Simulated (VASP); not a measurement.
# Ge (I4_1/amd) in VASP: further runs

Runs on Ge. Level: PBEsol. Tasks: single point.

All numbers are computed with VASP 6.6.1; they aren't measurements. Logs are shortened: lines on timing, memory, paths and dates and some standing lists are left out, and cuts for length are marked.

## Step 1: The cell of the first run

Symmetry: I4_1/amd, No. 141, tetragonal system. The conventional cell has a = 3.893 Å, b = 3.893 Å, c = 5.761 Å, α = 90.00°, β = 90.00°, γ = 90.00°. Ge (site symmetry -4m2) has 4 Ge at 2.42 Å within 3.2 Å.

## Step 2: Single point, PBEsol (strain -0.030 along x and y, +0.015 along z)

File INCAR:

```
SYSTEM = Ge
ALGO = Normal
EDIFF = 1E-6
ENCUT = 520
GGA = PS
ISIF = 2
ISMEAR = 0
LASPH = .TRUE.
LCHARG = .FALSE.
LREAL = .FALSE.
LWAVE = .FALSE.
NBANDS = 21
NELM = 100
PREC = Accurate
SIGMA = 0.15
```

File KPOINTS:

```
k-points
0
G
  18 18 18
  0 0 0
```

File POSCAR:

```
Ge
1.0
    0.0000000000      2.7527443047      2.8804489374
    2.7527443047      0.0000000000      2.8804489374
    2.7527443047      2.7527443047      0.0000000000
Ge
2
Direct
    0.5000000000      0.5000000000      0.5000000000
    0.7500000000      0.7500000000      0.7500000000
```

Potentials or basis: VASP PAW PBE potentials, release 64 (Ge_d).

Run with:

```console
$ cat potpaw_PBE.64/Ge_d/POTCAR > POTCAR
$ mpirun -np 1 vasp_std > vasp.out
```

OUTCAR:

```text
SYSTEM = Ge
   EDIFF = 1E-6
   ENCUT = 520
   GGA = PS
   ISIF = 2
   ISMEAR = 0
   LASPH = .TRUE.
   LREAL = .FALSE.
   NELM = 100
   PREC = Accurate

 ion  position               nearest neighbor table
   1  0.500  0.500  0.500-   2 2.42   2 2.42   2 2.42   2 2.42
   2  0.750  0.750  0.750-   1 2.42   1 2.42   1 2.42   1 2.42

  LATTYP: Found a body centered tetragonal cell.
 ALAT       =     3.8929683295
 C/A-ratio  =     1.4798214081

  Lattice vectors:

 A1 = (  -2.7527443047,   0.0000000000,   2.8804489374)
 A2 = (   2.7527443047,   0.0000000000,   2.8804489374)
 A3 = (   0.0000000000,   2.7527443047,  -2.8804489374)

Analysis of symmetry for initial positions (statically):
=====================================================================
 Subroutine PRICEL returns:
 Original cell was already a primitive cell.

 Routine SETGRP: Setting up the symmetry group for a
 body centered tetragonal supercell.

 Subroutine GETGRP returns: Found 16 space group operations
 (whereof  8 operations were pure point group operations)
 out of a pool of 16 trial point group operations.

The static configuration has the point symmetry D_2d.
 The point group associated with its full space group is D_4h.

Analysis of symmetry for dynamics (positions and initial velocities):
=====================================================================
 Subroutine PRICEL returns:
 Original cell was already a primitive cell.

 Routine SETGRP: Setting up the symmetry group for a
 body centered tetragonal supercell.

 Subroutine GETGRP returns: Found 16 space group operations
 (whereof  8 operations were pure point group operations)
 out of a pool of 16 trial point group operations.

The dynamic configuration has the point symmetry D_2d.
 The point group associated with its full space group is D_4h.

 Subroutine INISYM returns: Found 16 space group operations
 (whereof  8 operations are pure point group operations),
 and found     1 'primitive' translations

----------------------------------------------------------------------------------------

                                     Primitive cell

  volume of cell :      43.6538

  direct lattice vectors                    reciprocal lattice vectors
     0.000000000  2.752744305  2.880448937    -0.181636921  0.181636921  0.173584053
     2.752744305  0.000000000  2.880448937     0.181636921 -0.181636921  0.173584053
     2.752744305  2.752744305  0.000000000     0.181636921  0.181636921 -0.173584053

  length of vectors
     3.984292571  3.984292571  3.892968329     0.310024782  0.310024782  0.310024782

  position of ions in fractional coordinates (direct lattice)
     0.500000000  0.500000000  0.500000000
     0.750000000  0.750000000  0.750000000

  ion indices of the primitive-cell ions
   primitive index   ion index
                 1           1
                 2           2

----------------------------------------------------------------------------------------

 KPOINTS: k-points

Automatic generation of k-mesh.
 Grid dimensions read from file:
 generate k-points for:   18   18   18

 Generating k-lattice:

  Cartesian coordinates                     Fractional coordinates (reciprocal lattice)
    -0.010090940  0.010090940  0.009643558     0.055555556  0.000000000  0.000000000
     0.010090940 -0.010090940  0.009643558     0.000000000  0.055555556  0.000000000
     0.010090940  0.010090940 -0.009643558     0.000000000  0.000000000  0.055555556

  Length of vectors
     0.017223599  0.017223599  0.017223599

  Shift w.r.t. Gamma in fractional coordinates (k-lattice)
     0.000000000  0.000000000  0.000000000

 Subroutine IBZKPT returns following result:
 ===========================================

 Found    480 irreducible k-points:

 Following reciprocal coordinates:
            Coordinates               Weight
  0.000000  0.000000  0.000000      1.000000
  0.055556 -0.000000  0.000000      8.000000
  0.111111 -0.000000  0.000000      8.000000
  0.166667 -0.000000  0.000000      8.000000
  0.222222 -0.000000  0.000000      8.000000
  0.277778  0.000000  0.000000      8.000000
[... 16 lines left out ...]
 -0.277778  0.055556  0.000000      8.000000
 -0.222222  0.055556  0.000000      8.000000
 [... further k-points ...]
   k-points           NKPTS =    480   k-points in BZ     NKDIM =    480   number of bands    NBANDS=     21
   number of dos      NEDOS =    301   number of ions     NIONS =      2
   total plane-waves  NPLWV =  27000
   dimension x,y,z NGX =    30 NGY =   30 NGZ =   30
   dimension x,y,z NGXF=    60 NGYF=   60 NGZF=   60
   ions per type =               2
   NGX,Y,Z   is equivalent  to a cutoff of  12.52, 12.52, 12.81 a.u.
   NGXF,Y,Z  is equivalent  to a cutoff of  25.04, 25.04, 25.62 a.u.
 SYSTEM =  Ge
   PREC   = accura    normal or accurate (medium, high low for compatibility)
   ISTART =      0    job   : 0-new  1-cont  2-samecut
   ICHARG =      2    charge: 1-file 2-atom 10-const
   ISPIN  =      1    spin polarized calculation?
   LNONCOLLINEAR =      F non collinear calculations
   LSORBIT =      F    spin-orbit coupling
   LASPH  =      T    aspherical Exc in radial PAW
   ENCUT  =  520.0 eV  38.22 Ry    6.18 a.u.   7.41  7.41  7.24*2*pi/ulx,y,z
   NELM   =    100;   NELMIN=  2; NELMDL= -5     # of ELM steps
   EDIFF  = 0.1E-05   stopping-criterion for ELM
   LREAL  =      F    real-space projection
   EDIFFG = 0.1E-04   stopping-criterion for IOM
   NSW    =      0    number of steps for IOM
   IBRION =     -1    ionic relax: 0-MD 1-quasi-New 2-CG
   NFREE  =      0    steps in history (QN), initial steepest desc. (CG)
   ISIF   =      2    stress and relaxation
   ISYM   =      2    0-nonsym 1-usesym 2-fastsym
   POTIM  = 0.5000    time-step for ionic-motion
   TEBEG  =    0.0;   TEEND  =   0.0 temperature during run
   PSTRESS=    0.0 pullay stress
   NELECT =      28.0000    total number of electrons
   NUPDOWN=      -1.0000    fix difference up-down
   EMIN   =  10.00;   EMAX   =-10.00  energy-range for DOS
   EFERMI =   0.00;   METHOD = LEGACY
   ISMEAR =     0;   SIGMA  =   0.15  broadening in eV -4-tet -1-fermi 0-gaus
   EFERMI_NEDOS =   21; number of points for ismear=-14 and -15
   IALGO  =     38    algorithm
   IMIX   =      4    mixing-type and parameters
     AMIX     =   0.40;   BMIX     =  1.00
     AMIX_MAG =   1.60;   BMIX_MAG =  1.00
  volume/ion in A,a.u.               =      21.83       147.30
  Fermi-wavevector in a.u.,A,eV,Ry     =   1.411845  2.667999 27.120560  1.993305
  Thomas-Fermi vector in A             =   2.533654
   LORBIT       =      0    0 simple, 1 ext, 2 COOP (PROOUT), +10 PAW based schemes
   GGA     = PS    functional components
   LHFCALC =     F    Hartree Fock is set to
   AEXX    =    0.0000 exact exchange contribution
   IVDW    =     0    specifies the selected vdW correction
   LEPSILON=     F    determine dielectric tensor
   LRPA    =     F    only Hartree local field effects (RPA)
 non-spin polarized calculation
 Gauss-broadening in eV      SIGMA  =   0.15
  energy-cutoff  :      520.00
  volume of cell :       43.65
 maximum number of plane-waves:      1195
 NGX is ok and might be reduce to    30
   NGX = 15   NGY = 15   NGZ = 15

 number of electron      28.0000000 magnetization

 Free energy of the ion-electron system (eV)
  ---------------------------------------------------
  ext. energy  EPLUGINS =         0.00000000
  ---------------------------------------------------
  free energy    TOTEN  =        -9.83976335 eV

  energy without entropy =       -9.83935484  energy(sigma->0) =       -9.83955910

 E-fermi :   5.3597     XC(G=0): -10.3057

 val. band max:        5.3508904022   @ k =   0.0000   0.0000   0.0000
 cond. band min:       5.4177270936   @ k =   0.5000  -0.0000   0.0000
 fundamental gap:      0.0668366914
 Fermi energy:         5.3597162401

 k-point     1 :       0.0000    0.0000    0.0000
  band No.  band energies     occupation
      1     -19.5981      2.00000
      2     -19.5981      2.00000
      3     -19.5856      2.00000
      4     -19.5572      2.00000
      5     -19.5516      2.00000
      6     -19.3361      2.00000
[... 13 lines left out ...]
     20      14.2723      0.00000
     21      15.2833      0.00000

 k-point     2 :       0.0556   -0.0000    0.0000
  band No.  band energies     occupation
      1     -19.6004      2.00000
      2     -19.5982      2.00000
      3     -19.5877      2.00000
      4     -19.5536      2.00000
      5     -19.5488      2.00000
      6     -19.3376      2.00000
[... 13 lines left out ...]
     20      13.9487      0.00000
     21      14.8627      0.00000

 k-point     3 :       0.1111   -0.0000    0.0000
  band No.  band energies     occupation
      1     -19.6056      2.00000
      2     -19.5997      2.00000
      3     -19.5901      2.00000
      4     -19.5453      2.00000
      5     -19.5418      2.00000
      6     -19.3415      2.00000
[... 13 lines left out ...]
     20      13.5230      0.00000
     21      14.2804      0.00000

 k-point     4 :       0.1667   -0.0000    0.0000
  band No.  band energies     occupation
      1     -19.6115      2.00000
      2     -19.6034      2.00000
      3     -19.5895      2.00000
      4     -19.5358      2.00000
      5     -19.5334      2.00000
      6     -19.3466      2.00000
[... 13 lines left out ...]
     20      13.3624      0.00000
     21      13.8548      0.00000

 k-point     5 :       0.2222   -0.0000    0.0000
  band No.  band energies     occupation
      1     -19.6169      2.00000
      2     -19.6072      2.00000
      3     -19.5871      2.00000
      4     -19.5268      2.00000
      5     -19.5253      2.00000
      6     -19.3517      2.00000
[... 13 lines left out ...]
     20      13.5344      0.00000
     21      13.6735      0.00000
[... 382 lines left out ...]
     20      14.6705      0.00000
     21      16.6496      0.00000

 k-point    22 :      -0.3333    0.0556    0.0000
  band No.  band energies     occupation
      1     -19.6277      2.00000
      2     -19.6122      2.00000
      3     -19.5753      2.00000
      4     -19.5157      2.00000
      5     -19.5063      2.00000
      6     -19.3675      2.00000
[... 13 lines left out ...]
     20      13.9193      0.00000
     21      15.6931      0.00000

 k-point    23 :      -0.2778    0.0556    0.0000
  band No.  band energies     occupation
      1     -19.6253      2.00000
      2     -19.6089      2.00000
      3     -19.5790      2.00000
      4     -19.5219      2.00000
      5     -19.5103      2.00000
      6     -19.3648      2.00000
[... 13 lines left out ...]
     20      13.4128      0.00000
     21      14.8393      0.00000

 k-point    24 :      -0.2222    0.0556    0.0000
  band No.  band energies     occupation
      1     -19.6217      2.00000
      2     -19.6047      2.00000
      3     -19.5833      2.00000
      4     -19.5293      2.00000
      5     -19.5167      2.00000
      6     -19.3596      2.00000
[... 13 lines left out ...]
     20      13.3237      0.00000
     21      14.2204      0.00000

 [... further k-points ...]

------------------------ aborting loop because EDIFF is reached ----------------------------------------

  FORCE on cell =-STRESS in cart. coord.  units (eV):
  Direction    XX          YY          ZZ          XY          YZ          ZX
  --------------------------------------------------------------------------------------
  -------------------------------------------------------------------------------------
  Total        1.2464385      1.2464385      0.2607505      0.0000000     -0.0000000      0.0000000
  in kB       45.7466737     45.7466737      9.5700431      0.0000000     -0.0000000      0.0000000
  external PRESSURE =      33.6877968 kB  Pullay stress =       0.0000000 kB

 VOLUME and BASIS-vectors are now :
 -----------------------------------------------------------------------------
  energy-cutoff  :      520.00
  volume of cell :       43.65
      direct lattice vectors                 reciprocal lattice vectors
     0.000000000  2.752744305  2.880448937    -0.181636921  0.181636921  0.173584053
     2.752744305  0.000000000  2.880448937     0.181636921 -0.181636921  0.173584053
     2.752744305  2.752744305  0.000000000     0.181636921  0.181636921 -0.173584053

 POSITION                                       TOTAL-FORCE (eV/Angst)
 -----------------------------------------------------------------------------------
      2.75274      2.75274      2.88045         0.000000      0.000000     -0.000000
      4.12912      4.12912      4.32067        -0.000000     -0.000000      0.000000
 -----------------------------------------------------------------------------------
    total drift:                                0.000000     -0.000000     -0.000000

  FREE ENERGIE OF THE ION-ELECTRON SYSTEM (eV)
  ---------------------------------------------------
  free  energy   TOTEN  =        -9.8397633503 eV

  energy  without entropy=       -9.8393548401  energy(sigma->0) =       -9.83955910
```

Wall time 6.2 min (1 thread of Oxide Virtual Turin-like, shared host); peak memory 0.4 GiB.

What came out:

- Free energy: -9.8398 eV
- Pressure: 3.4 GPa
- Band gap on the k mesh: 0.07 eV (least direct gap 0.18 eV)

Stress tensor (GPa, compression positive):
```
4.57 0.00 0.00
0.00 4.57 0.00
0.00 0.00 0.96
```

Levels at points of the mesh, in eV from the valence-band top:
| k point | band 12 | band 13 | band 14 | band 15 | band 16 | band 17 |
| --- | --- | --- | --- | --- | --- | --- |
| (0.00, 0.00, 0.00) | -0.38 | 0.00 | 0.00 | 0.18 | 2.36 | 2.36 |
| (0.50, 0.00, 0.00) | -7.93 | -1.81 | -1.37 | 0.07 | 3.50 | 3.76 |
| (0.50, 0.50, 0.00) | -9.33 | -3.12 | -3.12 | 0.75 | 0.75 | 9.64 |
| (0.50, 0.00, 0.50) | -9.09 | -3.45 | -3.45 | 0.37 | 0.37 | 9.54 |

Caveat: the cell differs from its parent crystal (strain -0.030 along x and y, +0.015 along z); the cell stands under pressure; semilocal functionals underestimate gaps, and a narrow one can read as zero; the PAW data sets were made with another functional, which shifts forces and pressure a little. A k mesh can miss the band edges.

## Step 3: Single point, PBEsol (strain -0.015 along x and y, +0.000 along z)

File INCAR:

```
SYSTEM = Ge
PREC     = Accurate       ! precision mode
ENCUT    = 520            ! plane-wave cutoff, eV
EDIFF    = 1E-6           ! SCF threshold, eV
ISMEAR   = 0              ! smearing method
SIGMA    = 0.15           ! smearing width, eV
LREAL    = .False.        ! projectors in reciprocal space
LASPH    = .True.         ! aspherical terms in the spheres
NELM     = 80             ! most SCF steps
ALGO     = Normal         ! electronic algorithm
ISIF     = 2              ! what is computed and relaxed
LWAVE    = .False.        ! write WAVECAR
LCHARG   = .False.        ! write CHGCAR
GGA      = PS             ! functional
NBANDS   = 21             ! bands
```

File KPOINTS:

```
regular mesh
0
Gamma
  18 18 18
  0 0 0
```

File POSCAR:

```
Ge
1.0
    0.0000000000      2.7953125156      2.8378807265
    2.7953125156      0.0000000000      2.8378807265
    2.7953125156      2.7953125156      0.0000000000
Ge
2
Direct
    0.5000000000      0.5000000000      0.5000000000
    0.7500000000      0.7500000000      0.7500000000
```

Potentials or basis: VASP PAW PBE potentials, release 64 (Ge_d).

Run with:

```console
$ cat potpaw_PBE.64/Ge_d/POTCAR > POTCAR
$ mpirun -np 1 vasp_std > vasp.out
```

Run time: 6.4 min. Hardware: 1 thread of Oxide Virtual Turin-like, shared host; peak memory 0.41 GiB.

It converged, with:

- Free energy: -9.8648 eV
- Pressure: 2.1 GPa
- Band gap on the k mesh: 0.14 eV

Stress tensor (GPa, compression positive):
```
2.48 0.00 0.00
0.00 2.48 0.00
0.00 0.00 1.35
```

Levels at points of the mesh, in eV from the valence-band top:
```csv
k point,band 10,band 11,band 12,band 13,band 14,band 15,band 16,band 17,band 18,band 19
"(0.00, 0.00, 0.00)",-24.55,-13.00,-0.12,0.00,0.00,0.14,2.48,2.48,2.55,6.23
"(0.50, 0.00, 0.00)",-24.53,-10.85,-7.77,-1.55,-1.41,0.14,3.64,3.73,6.94,10.51
"(0.50, 0.50, 0.00)",-24.51,-9.07,-9.07,-3.13,-3.13,0.68,0.68,9.61,9.61,11.64
"(0.50, 0.00, 0.50)",-24.52,-9.00,-9.00,-3.24,-3.24,0.56,0.56,9.61,9.61,11.68
```

Caveat: the cell differs from its parent crystal (strain -0.015 along x and y, +0.000 along z); semilocal functionals underestimate gaps, and a narrow one can read as zero; the PAW data sets were made with another functional, which shifts forces and pressure a little.
